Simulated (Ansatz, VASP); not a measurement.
## CdTe: VASP beside Ansatz

INCAR

```
SYSTEM = CdTe
ALGO = Normal
EDIFF = 1E-6
ENCUT = 520
GGA = PS
ISIF = 2
ISMEAR = -1
LASPH = .True.
LCHARG = .True.
LELF = .True.
LREAL = .False.
LVHAR = .True.
LWAVE = .False.
NBANDS = 26
NELM = 60
PREC = Accurate
SIGMA = 0.05
```

KPOINTS

```
k-points
0
Gamma
  9 9 6
  0 0 0
```

The input POSCAR:

```
CdTe
1.0
    3.1254100081     -3.1553030168      0.0000000000
    3.1254100081      3.1553030168      0.0000000000
    0.0000000000      0.0000000000      6.2101068761
Cd Te
2 2
Direct
    0.2770300000      0.7229700000      0.7500000000
    0.7229700000      0.2770300000      0.2500000000
    0.7661370000      0.2338630000      0.7500000000
    0.2338630000      0.7661370000      0.2500000000
```

Input for Ansatz:

```yaml
crystal:
  lattice:
    - [3.1254100081, -3.1553030168, 0.0]
    - [3.1254100081, 3.1553030168, 0.0]
    - [0.0, 0.0, 6.2101068761]
  atoms:
    - { symbol: Cd, position: [0.27703, 0.72297, 0.75] }
    - { symbol: Cd, position: [0.72297, 0.27703, 0.25] }
    - { symbol: Te, position: [0.766137, 0.233863, 0.75] }
    - { symbol: Te, position: [0.233863, 0.766137, 0.25] }
kpoints:
  mp_grid: { grid: [9, 9, 6] }
  band_path:
    path:
      - [0.0, 0.0, 0.0]
      - [-0.5, 0.5, 0.0]
      - [-0.4952854913, 0.5047145087, 0.0]
      - [0.4952854913, 0.4952854913, 0.0]
      - [0.0, 0.0, 0.0]
      - [0.0, 0.0, 0.5]
      - [0.4952854913, 0.4952854913, 0.5]
      - [-0.4952854913, 0.5047145087, 0.5]
      - [-0.5, 0.5, 0.5]
    npoints: 5
scf:
  occupations: { method: fermi_dirac, width: 0.05 }
hamiltonian:
  xc: pbesol
  pseudopotentials: { kind: all_electron, lapw: { basis_error: 0.001 } }
output:
  forces: true
  stress: true
  eigenvalues: true
```

Change from the starting cell: volume scaled by 1.06.

Alike in both runs: task single point; functional PBEsol; k mesh 9 × 9 × 6; occupations fermi-dirac, width 0.05 eV; no spin polarisation.

|  | VASP | Ansatz |
| --- | --- | --- |
| version | VASP 6.6.1 | Ansatz 0.2.0 |
| potentials or method | VASP PAW PBE potentials, release 64 (Cd, Te), cutoff 520 eV | all-electron LAPW, scalar-relativistic |

|  | VASP | Ansatz | Ansatz less VASP |
| --- | --- | --- | --- |
| pressure (GPa) | -5.0 | -5.2 | -0.13 |
| traceless stress, the component that is largest in VASP (GPa) | 0.15 | 0.14 | -0.006 |
| rms of the force components (eV/Å) | 0.042 | 0.044 | +0.0021 |

VASP's potentials were made for PBE, not for PBEsol. Atom by atom the forces differ by 0.002 eV/Å (rms over components). Ansatz ran all-electron here, and VASP with PAW potentials.

Spin-orbit coupling is off throughout.
